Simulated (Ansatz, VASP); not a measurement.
**MgO: VASP beside Ansatz**

Contents of INCAR:

```
SYSTEM = MgO
ALGO = Normal
EDIFF = 1E-7
EDIFFG = -0.002
ENCUT = 520
GGA = PE
GGA_COMPAT = .False.
IBRION = 2
ISIF = 2
ISMEAR = 0
LASPH = .True.
LCHARG = .False.
LREAL = .False.
LWAVE = .False.
NELM = 120
NELMIN = 4
NSW = 60
PREC = Accurate
SIGMA = 0.02
```

File KPOINTS:

```
k-points
0
Gamma
  8 8 8
  0 0 0
```

File POSCAR:

```
MgO
1.0
    0.0000000000      2.1059355641      2.1420708143
    2.1059355641      0.0000000000      2.1420708143
    2.1059355641      2.1059355641      0.0000000000
Mg O
1 1
Direct
    0.0000000000      0.0000000000      0.0000000000
    0.5000000000      0.5000000000      0.5000000000
```

Input for Ansatz:

```yaml
crystal:
  lattice:
    - [0.0, 2.1059355641, 2.1420708143]
    - [2.1059355641, 0.0, 2.1420708143]
    - [2.1059355641, 2.1059355641, 0.0]
  atoms:
    - { symbol: Mg, position: [0.0, 0.0, 0.0] }
    - { symbol: O, position: [0.5, 0.5, 0.5] }
basis:
  ecutwfc: 420
kpoints:
  mp_grid: { grid: [8, 8, 8] }
hamiltonian:
  xc: pbe
  pseudopotentials: { kind: paw, azcp: { folder: soft_1 } }
scf:
  occupations: { method: gaussian, width: 0.02 }
output:
  forces: true
  stress: true
  eigenvalues: true
relax:
  adjacent_minimum: "off"
  f_tol: 0.002
  max_steps: 40
```

Change from the starting cell: strained cell.

Alike in both runs: task relaxation of the atoms; functional PBE; k mesh 8 × 8 × 8; occupations gaussian, width 0.02 eV; no spin polarisation.

```csv
,VASP,Ansatz
version,VASP 6.6.1,Ansatz 0.2.0
potentials or method,"VASP PAW PBE potentials, release 64 (Mg, O), cutoff 520 eV","scalar-relativistic, plane waves, PAW"
valence electrons in the cell,8,16
```

|  | VASP | Ansatz | Ansatz less VASP |
| --- | --- | --- | --- |
| gap on the k mesh at the Fermi level, each at its own relaxed structure (eV) | 4.54 | 4.56 | +0.020 |

VASP's potentials hold 8 valence electrons a cell and Ansatz's 16, so a difference there can come from the potentials and not from the codes. Ansatz's warnings: stress scf threshold loose.

Noted on VASP's run: the relaxation stopped at its first step, so nothing moved.
